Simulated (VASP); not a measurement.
Input of a VASP 6.6.1 run:

The input INCAR:

```
SYSTEM = CdS
PREC = Accurate
ENCUT = 500
EDIFF = 1E-6
ISMEAR = 0
SIGMA = 0.01
LREAL = .FALSE.
LASPH = .TRUE.
NELM = 120
ALGO = Normal
ISIF = 2
LWAVE = .FALSE.
LCHARG = .TRUE.
GGA = PS
LELF = .TRUE.
LVHAR = .TRUE.
NBANDS = 16
GGA_COMPAT = .FALSE.
```

The input KPOINTS:

```
Automatic mesh
0
G
  2 2 2
  0 0 0
```

The input POSCAR:

```
CdS
1.0
    0.0000000000      2.9429534649      2.9429534649
    2.9429534649      0.0000000000      2.9429534649
    2.9429534649      2.9429534649      0.0000000000
Cd S
1 1
Direct
    0.0000000000      0.0000000000      0.0000000000
    0.2500000000      0.2500000000      0.2500000000
```

Potentials or basis: VASP PAW PBE potentials, release 64 (Cd, S).

Run with:

```sh
$ cat potpaw_PBE.64/Cd/POTCAR potpaw_PBE.64/S/POTCAR > POTCAR
$ mpirun -np 1 vasp_std > vasp.out
```

**Question.** Predict the band gap on the k mesh.

**Answer.** 0.78 eV, direct.

**Question.** Estimate the pressure.

**Answer.** 1.8 GPa.

Caveat: the k points lie up to 0.92 Å⁻¹ apart; the PAW data sets were made with another functional, which shifts forces and pressure a little.
